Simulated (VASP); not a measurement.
Wanted: the native input for a VASP 6.6.1 run.

```
Task                   : single point
Functional             : PBE
Dispersion             : D3(BJ)
Potentials or basis    : VASP PAW PBE potentials, release 64 (Hf_pv, Pd, Se, Br, O)
Cutoff                 : 520 eV
k mesh                 : 4 × 4 × 2
Occupations            : fermi-dirac, width 0.05 eV
Spin                   : no spin polarisation
Dipole correction      : no
Further INCAR settings : ALGO = Normal; EDIFF = 1e-06; NBANDS = 53
```

The structure of Hf2Pd2Se2Br2O3 lies in POSCAR:

```
Hf2Pd2Se2Br2O3
1.0
    5.6480154403     -0.0000028311      0.0000000000
   -2.8240052683      4.8913262678      0.0000000000
    0.0000000000      0.0000000000      8.2463399136
Hf Pd Se Br O
2 2 2 2 3
Direct
    0.3333333333      0.6666666667      0.5408274866
    0.6666666667      0.3333333333      0.5408274866
    0.3333333333      0.6666666667      0.1409392498
    0.6666666667      0.3333333333      0.1409392498
    0.3333333333      0.6666666667      0.8612661082
    0.6666666667      0.3333333333      0.8612661082
    0.0000000000      0.0000000000      0.1400270514
    0.0000000000      0.0000000000      0.6535188724
    0.5000000000      0.0000000000      0.4183761289
    0.0000000000      0.5000000000      0.4183761289
    0.5000000000      0.5000000000      0.4183761289
```

The input as run:

INCAR

```
PREC = Accurate
ENCUT = 520
EDIFF = 1E-6
ISMEAR = -1
SIGMA = 0.05
LREAL = False
LASPH = True
NELM = 80
ALGO = Normal
ISIF = 2
LWAVE = False
LCHARG = False
GGA = PE
IVDW = 12
NBANDS = 53
```

KPOINTS

```
regular mesh
0
Gamma
  4 4 2
```

Potentials or basis: VASP PAW PBE potentials, release 64 (Hf_pv, Pd, Se, Br, O).

Launch:

```bash
$ cat potpaw_PBE.64/Hf_pv/POTCAR potpaw_PBE.64/Pd/POTCAR potpaw_PBE.64/Se/POTCAR potpaw_PBE.64/Br/POTCAR potpaw_PBE.64/O/POTCAR > POTCAR
$ mpirun -np 1 vasp_std > vasp.out
```

Results of the run:

```json
{"Pressure": "-0.4 GPa", "Largest force": "0.173 eV/Å", "Band gap on the k mesh": "zero (bands 42 and 43 overlap by 0.07 eV)", "Dispersion energy per atom": "-0.284 eV"}
```

Caveat: the k points lie up to 0.38 Å⁻¹ apart; spin-orbit coupling is left out, which moves the levels of the heavy elements.

Run time: 77 s on 1 thread of Intel(R) Xeon(R) 6975P-C (Granite Rapids), on a shared host, peak memory 0.4 GiB.
